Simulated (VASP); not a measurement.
# GaP (F-43m) in VASP: further runs

The runs below take GaP through single point, with LDA.

Everything below comes from runs of VASP 6.6.1. Logs are shortened: lines on timing, memory, paths and dates and some standing lists are left out, and cuts for length are marked.

## (1) The cell of the first run

The structure is cubic, space group F-43m (No. 216). Conventional cell: a = 5.452 Å, b = 5.452 Å, c = 5.452 Å, α = 90.00°, β = 90.00°, γ = 90.00°. Within 3.1 Å of Ga (site symmetry -43m) lie 4 P at 2.36 Å. Within 3.1 Å of P (site symmetry -43m) lie 4 Ga at 2.36 Å.

## (2) Single point, LDA

Contents of INCAR:

```
SYSTEM = GaP
ALGO     = Normal         ! electronic algorithm
EDIFF    = 1E-6           ! SCF threshold, eV
ENCUT    = 500            ! plane-wave cutoff, eV
GGA      = CA             ! functional
GGA_COMPAT= .FALSE.      
ISIF     = 2              ! what is computed and relaxed
ISMEAR   = 0              ! smearing method
LASPH    = .TRUE.         ! aspherical terms in the spheres
LCHARG   = .TRUE.         ! write CHGCAR
LELF     = .TRUE.         ! ELF
LREAL    = .FALSE.        ! projectors in reciprocal space
LVHAR    = .TRUE.       
LWAVE    = .FALSE.        ! write WAVECAR
NBANDS   = 16             ! bands
NELM     = 120            ! most SCF steps
PREC     = Accurate       ! precision mode
SIGMA    = 0.1            ! smearing width, eV
```

Contents of KPOINTS:

```
k-points
0
G
  6 6 6
  0 0 0
```

Contents of POSCAR:

```
GaP
1.0
    0.0000000000      2.7258124900      2.7258124900
    2.7258124900      0.0000000000      2.7258124900
    2.7258124900      2.7258124900      0.0000000000
Ga P
1 1
Direct
    0.0000000000      0.0000000000      0.0000000000
    0.7500000000      0.7500000000      0.7500000000
```

Potentials or basis: VASP PAW LDA potentials, release 64 (Ga_d, P).

On the command line:

```bash
$ cat potpaw_LDA.64/Ga_d/POTCAR potpaw_LDA.64/P/POTCAR > POTCAR
$ mpirun -np 1 vasp_std > vasp.out
```

OUTCAR:

```text
SYSTEM = GaP
   EDIFF = 1E-6
   ENCUT = 500
   GGA = CA
   ISIF = 2
   ISMEAR = 0
   LASPH = .TRUE.
   LREAL = .FALSE.
   NELM = 120
   PREC = Accurate

 ion  position               nearest neighbor table
   1  0.000  0.000  0.000-   2 2.36   2 2.36   2 2.36   2 2.36
   2  0.750  0.750  0.750-   1 2.36   1 2.36   1 2.36   1 2.36

  LATTYP: Found a face centered cubic cell.
 ALAT       =     5.4516249800

  Lattice vectors:

 A1 = (   0.0000000000,   2.7258124900,   2.7258124900)
 A2 = (   2.7258124900,   0.0000000000,   2.7258124900)
 A3 = (   2.7258124900,   2.7258124900,   0.0000000000)

Analysis of symmetry for initial positions (statically):
=====================================================================
 Subroutine PRICEL returns:
 Original cell was already a primitive cell.

 Routine SETGRP: Setting up the symmetry group for a
 face centered cubic supercell.

 Subroutine GETGRP returns: Found 24 space group operations
 (whereof 24 operations were pure point group operations)
 out of a pool of 48 trial point group operations.

The static configuration has the point symmetry T_d .

Analysis of symmetry for dynamics (positions and initial velocities):
=====================================================================
 Subroutine PRICEL returns:
 Original cell was already a primitive cell.

 Routine SETGRP: Setting up the symmetry group for a
 face centered cubic supercell.

 Subroutine GETGRP returns: Found 24 space group operations
 (whereof 24 operations were pure point group operations)
 out of a pool of 48 trial point group operations.

The dynamic configuration has the point symmetry T_d .

 Subroutine INISYM returns: Found 24 space group operations
 (whereof 24 operations are pure point group operations),
 and found     1 'primitive' translations

----------------------------------------------------------------------------------------

                                     Primitive cell

  volume of cell :      40.5059

  direct lattice vectors                    reciprocal lattice vectors
     0.000000000  2.725812490  2.725812490    -0.183431546  0.183431546  0.183431546
     2.725812490  0.000000000  2.725812490     0.183431546 -0.183431546  0.183431546
     2.725812490  2.725812490  0.000000000     0.183431546  0.183431546 -0.183431546

  length of vectors
     3.854880992  3.854880992  3.854880992     0.317712758  0.317712758  0.317712758

[... 70 lines left out ...]
   NELM   =    120;   NELMIN=  2; NELMDL= -5     # of ELM steps
   EDIFF  = 0.1E-05   stopping-criterion for ELM
   LREAL  =      F    real-space projection
   EDIFFG = 0.1E-04   stopping-criterion for IOM
   NSW    =      0    number of steps for IOM
   IBRION =     -1    ionic relax: 0-MD 1-quasi-New 2-CG
   NFREE  =      0    steps in history (QN), initial steepest desc. (CG)
   ISIF   =      2    stress and relaxation
   ISYM   =      2    0-nonsym 1-usesym 2-fastsym
   POTIM  = 0.5000    time-step for ionic-motion
   TEBEG  =    0.0;   TEEND  =   0.0 temperature during run
   PSTRESS=    0.0 pullay stress
   NELECT =      18.0000    total number of electrons
   NUPDOWN=      -1.0000    fix difference up-down
   EMIN   =  10.00;   EMAX   =-10.00  energy-range for DOS
   EFERMI =   0.00;   METHOD = LEGACY
   ISMEAR =     0;   SIGMA  =   0.10  broadening in eV -4-tet -1-fermi 0-gaus
   EFERMI_NEDOS =   21; number of points for ismear=-14 and -15
   IALGO  =     38    algorithm
   IMIX   =      4    mixing-type and parameters
     AMIX     =   0.40;   BMIX     =  1.00
     AMIX_MAG =   1.60;   BMIX_MAG =  1.00
  volume/ion in A,a.u.               =      20.25       136.67
  Fermi-wavevector in a.u.,A,eV,Ry     =   1.249280  2.360796 21.234610  1.560700
  Thomas-Fermi vector in A             =   2.383328
   LORBIT       =      0    0 simple, 1 ext, 2 COOP (PROOUT), +10 PAW based schemes
   GGA     = CA    functional components
   LHFCALC =     F    Hartree Fock is set to
   AEXX    =    0.0000 exact exchange contribution
   IVDW    =     0    specifies the selected vdW correction
   LEPSILON=     F    determine dielectric tensor
   LRPA    =     F    only Hartree local field effects (RPA)
 non-spin polarized calculation
 Gauss-broadening in eV      SIGMA  =   0.10
  energy-cutoff  :      500.00
  volume of cell :       40.51
 maximum number of plane-waves:      1056
   NGX = 13   NGY = 13   NGZ = 13

 number of electron      18.0000016 magnetization

 Free energy of the ion-electron system (eV)
  ---------------------------------------------------
  ext. energy  EPLUGINS =         0.00000000
  ---------------------------------------------------
  free energy    TOTEN  =       -10.42440000 eV

  energy without entropy =      -10.42440000  energy(sigma->0) =      -10.42440000

 E-fermi :   4.9527     XC(G=0): -10.1597

 val. band max:        4.5057356699   @ k =   0.0000   0.0000   0.0000
 cond. band min:       5.9973706851   @ k =   0.5000   0.5000   0.0000
 fundamental gap:      1.4916350152
 Fermi energy:         4.9526507137

 k-point     1 :       0.0000    0.0000    0.0000
  band No.  band energies     occupation
      1     -10.2062      2.00000
      2     -10.2062      2.00000
      3     -10.2062      2.00000
      4     -10.1085      2.00000
      5     -10.1085      2.00000
      6      -8.0009      2.00000
[... 281 lines left out ...]
      3     -10.1471      2.00000
      4     -10.1290      2.00000
      5     -10.0955      2.00000
      6      -4.9278      2.00000
[... 8 lines left out ...]
     15      16.3579      0.00000
     16      18.0566      0.00000

------------------------ aborting loop because EDIFF is reached ----------------------------------------

  FORCE on cell =-STRESS in cart. coord.  units (eV):
  Direction    XX          YY          ZZ          XY          YZ          ZX
  --------------------------------------------------------------------------------------
  -------------------------------------------------------------------------------------
  Total       -0.6855050     -0.6855050     -0.6855050      0.0000000      0.0000000     -0.0000000
  in kB      -27.1146040    -27.1146040    -27.1146040      0.0000000      0.0000000     -0.0000000
  external PRESSURE =     -27.1146040 kB  Pullay stress =       0.0000000 kB

 VOLUME and BASIS-vectors are now :
 -----------------------------------------------------------------------------
  energy-cutoff  :      500.00
  volume of cell :       40.51
      direct lattice vectors                 reciprocal lattice vectors
     0.000000000  2.725812490  2.725812490    -0.183431546  0.183431546  0.183431546
     2.725812490  0.000000000  2.725812490     0.183431546 -0.183431546  0.183431546
     2.725812490  2.725812490  0.000000000     0.183431546  0.183431546 -0.183431546

 POSITION                                       TOTAL-FORCE (eV/Angst)
 -----------------------------------------------------------------------------------
      0.00000      0.00000      0.00000        -0.000000      0.000000      0.000000
      4.08872      4.08872      4.08872         0.000000     -0.000000     -0.000000
 -----------------------------------------------------------------------------------
    total drift:                               -0.000001     -0.000001     -0.000001

  FREE ENERGIE OF THE ION-ELECTRON SYSTEM (eV)
  ---------------------------------------------------
  free  energy   TOTEN  =       -10.4243999995 eV

  energy  without entropy=      -10.4243999995  energy(sigma->0) =      -10.42440000
```

stdout:

```text
POSCAR found type information on POSCAR GaP
 POSCAR found :  2 types and       2 ions
 scaLAPACK will be used
 LDA part: xc-table for (Slater(with rela. corr.)+CA(PZ))
 , standard interpolation
 POSCAR, INCAR and KPOINTS ok, starting setup
 FFT: planning ... GRIDC
 FFT: planning ... GRID_SOFT
 FFT: planning ... GRID
 WAVECAR not read
 entering main loop
```

Run time: 13 s. Hardware: 1 thread of Intel Xeon 8259CL, shared host; peak memory 0.13 GiB.

Results:

```
Free energy            : -10.4244 eV
Pressure               : -2.7 GPa
Band gap on the k mesh : 1.49 eV (least direct gap 1.63 eV)
```

Levels at points of the mesh, in eV from the valence-band top:
```csv
k point,band 5,band 6,band 7,band 8,band 9,band 10,band 11,band 12,band 13,band 14
"(0.00, 0.00, 0.00)",-14.61,-12.51,0.00,0.00,0.00,1.63,3.79,3.79,3.79,8.48
"(0.50, 0.00, 0.00)",-14.61,-10.42,-6.71,-1.13,-1.13,1.51,4.63,4.63,8.04,10.63
"(0.50, 0.50, 0.00)",-14.59,-9.50,-6.84,-2.71,-2.71,1.49,1.68,10.45,10.45,10.96
```

## (3) Single point, LDA (17.83 Å³/atom)

This run uses another cell than the first one, of 17.83 Å³/atom.

Contents of INCAR:

```
  PREC = Accurate
  ENCUT = 500
  EDIFF = 1E-6
  ISMEAR = 0
  SIGMA = 0.02
  LREAL = False
  LASPH = True
  NELM = 120
  ALGO = Normal
  ISIF = 2
  LWAVE = False
  LCHARG = True
  GGA = CA
  LELF = True
  LVHAR = True
  NBANDS = 16
  GGA_COMPAT = False
```

Contents of KPOINTS:

```
Automatic mesh
0
Gamma
  8 8 8
```

Contents of POSCAR:

```
GaP
1.0
    0.0000000000      2.6122829161      2.6122829161
    2.6122829161      0.0000000000      2.6122829161
    2.6122829161      2.6122829161      0.0000000000
Ga P
1 1
Direct
    0.0000000000      0.0000000000      0.0000000000
    0.7500000000      0.7500000000      0.7500000000
```

Potentials or basis: VASP PAW LDA potentials, release 64 (Ga_d, P).

On the command line:

```bash
$ cat potpaw_LDA.64/Ga_d/POTCAR potpaw_LDA.64/P/POTCAR > POTCAR
$ mpirun -np 1 vasp_std > vasp.out
```

Wall time 21 s (1 thread of Intel Xeon 8259CL, shared host); peak memory 0.15 GiB.

It converged, with:

```
Free energy            : -10.3417 eV
Pressure               : 10.6 GPa
Band gap on the k mesh : 1.22 eV (least direct gap 2.71 eV)
```

Levels at points of the mesh, in eV from the valence-band top:
```
           k point  band 6  band 7  band 8  band 9  band 10  band 11  band 12  band 13
(0.00, 0.00, 0.00)  -13.54    0.00    0.00    0.00     2.71     3.73     3.73     3.73
(0.50, 0.00, 0.00)  -11.01   -7.50   -1.33   -1.33     1.91     4.57     4.57     8.24
(0.50, 0.50, 0.00)   -9.91   -7.48   -3.19   -3.19     1.22     1.52    11.41    11.41
```

Caveat: the cell stands under pressure.

## (4) Single point, LDA (18.41 Å³/atom)

This run uses another cell than the first one, of 18.41 Å³/atom.

Contents of INCAR:

```
SYSTEM = GaP
PREC = Accurate ; ENCUT = 500
EDIFF = 1E-6 ; ISMEAR = 0
SIGMA = 0.02 ; LREAL = .False.
LASPH = .True. ; NELM = 120
ALGO = Normal ; ISIF = 2
LWAVE = .False. ; LCHARG = .True.
GGA = CA ; LELF = .True.
LVHAR = .True. ; NBANDS = 16
GGA_COMPAT = .False.
```

Contents of KPOINTS:

```
regular mesh
0
Gamma
  8 8 8
  0 0 0
```

Contents of POSCAR:

```
GaP
1.0
    0.0000000000      2.6406795203      2.6406795203
    2.6406795203      0.0000000000      2.6406795203
    2.6406795203      2.6406795203      0.0000000000
Ga P
1 1
Direct
    0.0000000000      0.0000000000      0.0000000000
    0.7500000000      0.7500000000      0.7500000000
```

On the command line:

```bash
$ cat potpaw_LDA.64/Ga_d/POTCAR potpaw_LDA.64/P/POTCAR > POTCAR
$ mpirun -np 1 vasp_std > vasp.out
```

Run time: 24 s. Hardware: 1 thread of Intel Xeon 8259CL, shared host; peak memory 0.15 GiB.

The run converged. Its results:

- Free energy: -10.4043 eV
- Pressure: 6.5 GPa
- Band gap on the k mesh: 1.29 eV (least direct gap 2.43 eV)

Levels at points of the mesh, in eV from the valence-band top:
| k point | band 5 | band 6 | band 7 | band 8 | band 9 | band 10 | band 11 | band 12 | band 13 | band 14 |
| --- | --- | --- | --- | --- | --- | --- | --- | --- | --- | --- |
| (0.00, 0.00, 0.00) | -14.78 | -13.26 | 0.00 | 0.00 | 0.00 | 2.43 | 3.76 | 3.76 | 3.76 | 8.93 |
| (0.50, 0.00, 0.00) | -14.76 | -10.85 | -7.28 | -1.28 | -1.28 | 1.81 | 4.60 | 4.60 | 8.20 | 11.36 |
| (0.50, 0.50, 0.00) | -14.75 | -9.80 | -7.31 | -3.06 | -3.06 | 1.29 | 1.57 | 11.17 | 11.17 | 11.87 |

Caveat: the cell stands under pressure.

## (5) Single point, LDA (19.00 Å³/atom)

This run uses another cell than the first one, of 19.00 Å³/atom.

Contents of INCAR:

```
SYSTEM = GaP
  PREC = Accurate
  ENCUT = 500
  EDIFF = 1E-6
  ISMEAR = 0
  SIGMA = 0.02
  LREAL = .False.
  LASPH = .True.
  NELM = 120
  ALGO = Normal
  ISIF = 2
  LWAVE = .False.
  LCHARG = .True.
  LELF = .True.
  LVHAR = .True.
  NBANDS = 16
  GGA_COMPAT = .False.
```

Contents of KPOINTS:

```
Automatic mesh
0
Gamma
  8 8 8
  0 0 0
```

Contents of POSCAR:

```
GaP
1.0
    0.0000000000      2.6684781897      2.6684781897
    2.6684781897      0.0000000000      2.6684781897
    2.6684781897      2.6684781897      0.0000000000
Ga P
1 1
Direct
    0.0000000000      0.0000000000      0.0000000000
    0.7500000000      0.7500000000      0.7500000000
```

On the command line:

```bash
$ cat potpaw_LDA.64/Ga_d/POTCAR potpaw_LDA.64/P/POTCAR > POTCAR
$ mpirun -np 1 vasp_std > vasp.out
```

Wall time 29 s (1 thread of Intel Xeon 8259CL, shared host); peak memory 0.15 GiB.

The run converged. Its results:

* Free energy: -10.4392 eV
* Pressure: 3.0 GPa
* Band gap on the k mesh: 1.36 eV (least direct gap 2.17 eV)

Levels at points of the mesh, in eV from the valence-band top:
```tsv
k point	band 5	band 6	band 7	band 8	band 9	band 10	band 11	band 12	band 13	band 14
(0.00, 0.00, 0.00)	-14.71	-13.00	0.00	0.00	0.00	2.17	3.77	3.77	3.77	8.78
(0.50, 0.00, 0.00)	-14.70	-10.70	-7.08	-1.23	-1.23	1.71	4.61	4.61	8.16	11.12
(0.50, 0.50, 0.00)	-14.68	-9.70	-7.15	-2.94	-2.94	1.36	1.61	10.93	10.93	11.56
```

Caveat: the cell stands under pressure.

## (6) Overview

```tsv
cell	k mesh	smearing	gap on the mesh (eV)	pressure (GPa)
a = 3.855 Å, angles 60.0°, 2 atoms	6 × 6 × 6	gaussian 0.1 eV	1.49	-2.7
a = 3.694 Å, angles 60.0°, 2 atoms	8 × 8 × 8	gaussian 0.02 eV	1.22	10.6
a = 3.734 Å, angles 60.0°, 2 atoms	8 × 8 × 8	gaussian 0.02 eV	1.29	6.5
a = 3.774 Å, angles 60.0°, 2 atoms	8 × 8 × 8	gaussian 0.02 eV	1.36	3.0
```

Alike in all rows: task single point; level LDA; potentials or basis VASP PAW LDA potentials, release 64 (Ga_d, P); no spin polarisation; cutoff (eV) 500.

Caveats: the cell stands under pressure (at least some runs).

Absolute energies hang on the potentials; compare differences alone.
